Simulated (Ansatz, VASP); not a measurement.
Ga2SnSe: VASP beside Ansatz

```xyz
8
Lattice="-3.0342 3.0342 6.1269 3.0342 -3.0342 6.1269 3.0342 3.0342 -6.1269" Properties=species:S:1:pos:R:3 pbc="T T T"
Ga    1.5171    1.5476   -1.5317
Ga    1.5171    1.4866    4.5952
Ga   -1.4866    1.5171    7.6586
Ga    4.5208    1.5171    1.5317
Sn    0.0000    0.0000    0.0000
Sn    0.0000    3.0342    3.0634
Se    0.0000    0.0000    6.1269
Se    3.0342    0.0000    3.0634
```

Alike in both runs: functional PBE; k mesh 8 × 8 × 8; occupations gaussian, width 0.01 eV; no spin polarisation.

Ansatz relaxed the structure, and its values are those at the end. VASP's run is a single point on that final structure, the one shown.

|  | VASP | Ansatz |
| --- | --- | --- |
| version | VASP 6.6.1 | Ansatz 0.2.0 |
| potentials or method | VASP PAW PBE potentials, release 64 (Ga_d, Sn_d, Se), cutoff 520 eV | scalar-relativistic, plane waves, PAW |
| valence electrons in the cell | 92 | 112 |

Ansatz gave:

* gap on the k mesh at the Fermi level (eV): 0.06
* least direct gap on the mesh (eV): 0.22
* pressure (GPa): 0.0
* rms of the force components (eV/Å): 0.000

Task: Which values does VASP return?

Result: gap on the k mesh at the Fermi level (eV): 0.06; least direct gap on the mesh (eV): 0.21; pressure (GPa): 0.1; rms of the force components (eV/Å): 0.004.

VASP's potentials hold 92 valence electrons a cell and Ansatz's 112, so a difference there can come from the potentials and not from the codes.
